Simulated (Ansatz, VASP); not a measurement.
## WSe2: VASP beside Ansatz

```xyz
6
Lattice="3.4206 0.0000 0.0000 -1.7103 2.9623 0.0000 0.0000 0.0000 15.4951" Properties=species:S:1:pos:R:3 pbc="T T T"
W     1.7103    0.9874   11.6214
W     0.0000    1.9749    3.8738
Se    0.0000    1.9749   13.2644
Se    1.7103    0.9874    5.5168
Se    0.0000    1.9749    9.9783
Se    1.7103    0.9874    2.2307
```

Change from the starting cell: equal strain along all axes, cell held, atoms relaxed: +3.0 %.

Alike in both runs: functional PBE; k mesh 12 × 12 × 2; occupations gaussian, width 0.02 eV; no spin polarisation.

Ansatz relaxed the structure, and its values are those at the end. VASP's run is a single point on that final structure, the one shown.

```csv
,VASP,Ansatz
version,VASP 6.6.1,Ansatz 0.2.0
potentials or method,"VASP PAW PBE potentials, release 64 (W_sv, Se), cutoff 520 eV","scalar-relativistic, plane waves, PAW"
valence electrons in the cell,52,92
```

|  | VASP | Ansatz | Ansatz less VASP |
| --- | --- | --- | --- |
| gap on the k mesh at the Fermi level (eV) | 1.03 | 1.03 | +0.007 |
| least direct gap on the mesh (eV) | 1.21 | 1.21 | +0.003 |
| pressure (GPa) | -3.1 | -3.3 | -0.20 |
| rms of the force components (eV/Å) | 0.018 | 0.000 | -0.0184 |

VASP's potentials hold 52 valence electrons a cell and Ansatz's 92, so a difference there can come from the potentials and not from the codes. Ansatz's warnings: stress scf threshold loose.

Neither program's run includes spin-orbit coupling.
